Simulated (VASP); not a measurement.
**N: dielectric tensor with LDA**

Crystal: N.

```
N
1.0
     4.08406    0.00000    0.00000
     0.00000    4.08406    0.00000
     0.00000    0.00000    5.34591
N
4
Direct
  0.90428 0.90428 0.00000
  0.59572 0.40427 0.50000
  0.09573 0.09573 0.00000
  0.40427 0.59572 0.50000
```

| Quantity | Value |
| --- | --- |
| Program | VASP 6.6.1 |
| Task | dielectric tensor |
| Functional | LDA |
| Potentials or basis | VASP PAW LDA potentials, release 64 (N) |
| Cutoff | 520 eV |
| k mesh | 5 × 5 × 4 |
| Occupations | gaussian, width 0.01 eV |
| Spin | no spin polarisation |
| Dipole correction | no |
| Further INCAR settings | ALGO = Normal; EDIFF = 1e-08 |

```
Band gap on the k mesh                  : 6.73 eV (least direct gap 6.90 eV)
Electronic dielectric tensor (diagonal) : 1.68, 1.68, 1.54
Born charges (mean of the diagonal)     : N +0.00 e
```

Levels at points of the mesh, in eV from the valence-band top:
| k point | band 6 | band 7 | band 8 | band 9 | band 10 | band 11 | band 12 | band 13 | band 14 |
| --- | --- | --- | --- | --- | --- | --- | --- | --- | --- |
| (0.00, 0.00, 0.00) | -1.51 | -1.51 | -1.41 | -1.04 | -0.17 | 6.73 | 7.65 | 8.03 | 8.03 |
| (0.00, 0.00, 0.50) | -1.93 | -1.52 | -1.52 | -0.43 | -0.43 | 7.16 | 7.16 | 8.01 | 8.01 |

Electronic dielectric tensor:
```
1.68 0.00 0.00
0.00 1.68 0.00
0.00 0.00 1.54
```

Born effective charge tensors (e):
atom 1, N
```
0.00 0.00 0.00
0.00 0.00 0.00
0.00 0.00 0.00
```
atom 2, N
```
0.00 0.00 0.00
0.00 0.00 0.00
0.00 0.00 0.00
```
atom 3, N
```
0.00 0.00 0.00
0.00 0.00 0.00
0.00 0.00 0.00
```
atom 4, N
```
0.00 0.00 0.00
0.00 0.00 0.00
0.00 0.00 0.00
```

Wall time 4.9 min on 1 thread of AMD EPYC 7R13 (shared host), peak memory 0.19 GiB.

Caveat: the standard files for N, O and F lose accuracy on very short bonds. A k mesh can miss the band edges.
